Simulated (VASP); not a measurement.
MgS:

```xyz
4
Lattice="-0.0836 -2.6841 -2.6185 -2.5963 -0.1056 -2.5965 2.6726 2.6943 -5.1637" Properties=species:S:1:pos:R:3 pbc="T T T"
Mg   -0.0869    0.0177   -2.5411
Mg    0.1007   -0.1006   -7.7907
S     0.0418    0.0342   -5.1263
S    -0.0739   -0.1897  -10.4886
```

- Program: VASP 6.6.1
- Task: relaxation of cell and atoms
- Functional: PBE
- Potentials or basis: VASP PAW PBE potentials, release 64 (Mg, S)
- Cutoff: 600 eV
- k mesh: 6 × 6 × 6
- Occupations: gaussian, width 0.1 eV
- Spin: no spin polarisation

At the start: pressure 0.9 GPa; volume 17.89 Å³/atom.

Problem. Where does the relaxation end?

Solution. Over 12 steps the energy falls by 49.7 meV/atom and the volume is 17.81 Å³/atom (-0.4 %); space group Fm-3m (No. 225, to 0.05 Å).

Step by step:
```csv
step,energy change (eV),largest force (eV/Å),pressure (GPa),volume (Å³)
1,0.0000,0.8904,0.94,71.56
2,-0.1188,0.4165,-0.73,72.63
3,-0.1444,0.2799,-1.69,73.44
4,-0.1683,0.2482,0.22,71.34
5,-0.1694,0.2516,0.77,70.80
6,-0.1850,0.1804,0.53,70.89
7,-0.1948,0.1177,0.28,71.03
8,-0.1979,0.0462,-0.30,71.56
9,-0.1979,0.0416,-0.35,71.61
10,-0.1985,0.0280,0.15,71.13
11,-0.1986,0.0273,0.03,71.24
12,-0.1987,0.0137,0.02,71.25
```

Final structure:
```
CELL_PARAMETERS angstrom
-0.00051 -2.61199 -2.61141
-2.61257 -0.00025 -2.61129
2.61186 2.61001 -5.22139
ATOMIC_POSITIONS crystal
Mg 0.24932 0.25076 0.25017
Mg 0.74993 0.74979 0.75003
S 0.50007 0.49992 0.49998
S 0.00068 0.99953 0.99982
```
